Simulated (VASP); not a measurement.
# Sb2Au (Fm-3m) in VASP: notebook, part 2 of 2

VASP 6.6.1. Earlier steps stand in the parts before.

**3. Single point, LDA (24.33 Å³/atom)**

This run uses another cell than the first one, of 24.33 Å³/atom.

Contents of INCAR:

```
ALGO     = Normal         # electronic algorithm
EDIFF    = 1E-7           # SCF threshold, eV
ENCUT    = 520            # plane-wave cutoff, eV
GGA      = CA             # functional
ISIF     = 2              # what is computed and relaxed
ISMEAR   = -1             # smearing method
LASPH    = T              # aspherical terms in the spheres
LCHARG   = F              # write CHGCAR
LREAL    = F              # projectors in reciprocal space
LWAVE    = F              # write WAVECAR
NBANDS   = 18             # bands
NELM     = 100            # most SCF steps
PREC     = Accurate       # precision mode
SIGMA    = 0.08           # smearing width, eV
```

Contents of KPOINTS:

```
k-points
0
Gamma
  9 9 9
```

Contents of POSCAR:

```
Sb2Au
1.0
    0.0000000000      3.3168694821      3.3168694821
    3.3168694821      0.0000000000      3.3168694821
    3.3168694821      3.3168694821      0.0000000000
Sb Au
2 1
Direct
    0.2500000000      0.2500000000      0.2500000000
    0.7500000000      0.7500000000      0.7500000000
    0.0000000000      0.0000000000      0.0000000000
```

Potentials or basis: VASP PAW LDA potentials, release 64 (Sb, Au).

On the command line:

```bash
> cat potpaw_LDA.64/Sb/POTCAR potpaw_LDA.64/Au/POTCAR > POTCAR
> mpirun -np 1 vasp_std > vasp.out
```

OUTCAR:

```text
EDIFF = 1E-7
   ENCUT = 520
   GGA = CA
   ISIF = 2
   ISMEAR = -1
   LASPH = T
   LREAL = F
   NELM = 100
   PREC = Accurate

 ion  position               nearest neighbor table
   1  0.250  0.250  0.250-   3 2.87   3 2.87   3 2.87   3 2.87   2 3.32   2 3.32   2 3.32   2 3.32
                             2 3.32   2 3.32
   2  0.750  0.750  0.750-   3 2.87   3 2.87   3 2.87   3 2.87   1 3.32   1 3.32   1 3.32   1 3.32
                             1 3.32   1 3.32
   3  0.000  0.000  0.000-   2 2.87   2 2.87   2 2.87   1 2.87   2 2.87   1 2.87   1 2.87   1 2.87

  LATTYP: Found a face centered cubic cell.
 ALAT       =     6.6337389642

  Lattice vectors:

 A1 = (   0.0000000000,   3.3168694821,   3.3168694821)
 A2 = (   3.3168694821,   0.0000000000,   3.3168694821)
 A3 = (   3.3168694821,   3.3168694821,   0.0000000000)

Analysis of symmetry for initial positions (statically):
=====================================================================
 Subroutine PRICEL returns:
 Original cell was already a primitive cell.

 Routine SETGRP: Setting up the symmetry group for a
[... 167 lines left out ...]
  energy without entropy =      -13.82101482  energy(sigma->0) =      -13.83330986

 E-fermi :   8.7791     XC(G=0): -10.6973

 val. band max:        8.7083869519   @ k =  -0.1111   0.1111   0.0000
 cond. band min:       8.8122457627   @ k =   0.3333   0.1111   0.0000
 fundamental gap:      0.1038588107
 Fermi energy:         8.7791139229

 k-point     1 :       0.0000    0.0000    0.0000
  band No.  band energies     occupation
      1      -4.3050      2.00000
      2       1.9871      2.00000
      3       2.0774      2.00000
      4       2.0774      2.00000
      5       2.0774      2.00000
      6       3.3900      2.00000
[... 481 lines left out ...]
      5       2.9814      2.00000
      6       3.5014      2.00000
[... 10 lines left out ...]
     17      16.8748      0.00000
     18      16.8748      0.00000

 [... further k-points ...]

------------------------ aborting loop because EDIFF is reached ----------------------------------------

  FORCE on cell =-STRESS in cart. coord.  units (eV):
  Direction    XX          YY          ZZ          XY          YZ          ZX
  --------------------------------------------------------------------------------------
  -------------------------------------------------------------------------------------
  Total        1.9173348      1.9173348      1.9173348     -0.0000000     -0.0000000      0.0000000
  in kB       42.0914025     42.0914025     42.0914025     -0.0000000     -0.0000000      0.0000000
  external PRESSURE =      42.0914025 kB  Pullay stress =       0.0000000 kB

 VOLUME and BASIS-vectors are now :
 -----------------------------------------------------------------------------
  energy-cutoff  :      520.00
  volume of cell :       72.98
      direct lattice vectors                 reciprocal lattice vectors
     0.000000000  3.316869482  3.316869482    -0.150744551  0.150744551  0.150744551
     3.316869482  0.000000000  3.316869482     0.150744551 -0.150744551  0.150744551
     3.316869482  3.316869482  0.000000000     0.150744551  0.150744551 -0.150744551

 POSITION                                       TOTAL-FORCE (eV/Angst)
 -----------------------------------------------------------------------------------
      1.65843      1.65843      1.65843         0.000000      0.000000      0.000000
      4.97530      4.97530      4.97530         0.000000     -0.000000     -0.000000
      0.00000      0.00000      0.00000        -0.000000     -0.000000      0.000000
 -----------------------------------------------------------------------------------
    total drift:                               -0.000000      0.000000      0.000000

  FREE ENERGIE OF THE ION-ELECTRON SYSTEM (eV)
  ---------------------------------------------------
  free  energy   TOTEN  =       -13.8456048959 eV

  energy  without entropy=      -13.8210148225  energy(sigma->0) =      -13.83330986
```

OSZICAR:

```text
N       E                     dE             d eps       ncg     rms          rms(c)
DAV:   1     0.107206896118E+03    0.10721E+03   -0.81079E+03  1260   0.959E+02
DAV:   2    -0.101201837419E+02   -0.11733E+03   -0.11283E+03  1556   0.192E+02
DAV:   3    -0.145389018491E+02   -0.44187E+01   -0.43672E+01  1446   0.400E+01
DAV:   4    -0.145773527405E+02   -0.38451E-01   -0.38410E-01  1444   0.419E+00
DAV:   5    -0.145778818270E+02   -0.52909E-03   -0.52908E-03  1428   0.509E-01    0.867E+00
DAV:   6    -0.139279569149E+02    0.64992E+00   -0.37187E+00  1336   0.174E+01    0.712E+00
DAV:   7    -0.138663339510E+02    0.61623E-01   -0.25118E-01  1314   0.470E+00    0.390E+00
DAV:   8    -0.138480381439E+02    0.18296E-01   -0.43893E-02  1390   0.131E+00    0.355E-01
DAV:   9    -0.138456067339E+02    0.24314E-02   -0.94332E-03  1336   0.961E-01    0.149E-01
DAV:  10    -0.138456099259E+02   -0.31920E-05   -0.62112E-04  1390   0.153E-01    0.337E-02
DAV:  11    -0.138456058477E+02    0.40782E-05   -0.45767E-05  1444   0.648E-02    0.120E-02
DAV:  12    -0.138456050884E+02    0.75934E-06   -0.44395E-06  1328   0.176E-02    0.588E-03
DAV:  13    -0.138456048893E+02    0.19906E-06   -0.82846E-07  1412   0.716E-03    0.214E-03
DAV:  14    -0.138456048959E+02   -0.65520E-08   -0.65719E-08   710   0.174E-03
   1 F= -.13845605E+02 E0= -.13833310E+02  d E =-.245901E-01
```

stdout:

```text
POSCAR found type information on POSCAR SbAu
 POSCAR found :  2 types and       3 ions
 scaLAPACK will be used
 LDA part: xc-table for (Slater(with rela. corr.)+CA(PZ))
 , standard interpolation
 POSCAR, INCAR and KPOINTS ok, starting setup
 FFT: planning ... GRIDC
 FFT: planning ... GRID_SOFT
 FFT: planning ... GRID
 WAVECAR not read
 entering main loop
```

Run time: 37 s. Hardware: 1 thread of Intel Xeon Platinum 8259CL at 2.50GHz (Skylake/Cascade Lake), shared host; peak memory 0.2 GiB.

Results:

```yaml
Free_energy: -13.8456 eV
Pressure: 4.2 GPa
Band_gap_on_the_k_mesh: zero (an odd number of electrons rules out a gap without spin polarisation)
```

Levels at points of the mesh, in eV from the Fermi level:
```tsv
k point	band 8	band 9	band 10	band 11	band 12	band 13
(0.00, 0.00, 0.00)	-0.23	-0.23	-0.23	0.58	0.58	0.58
```

Caveat: the cell stands under pressure; spin-orbit coupling is left out, which moves the levels of the heavy elements.
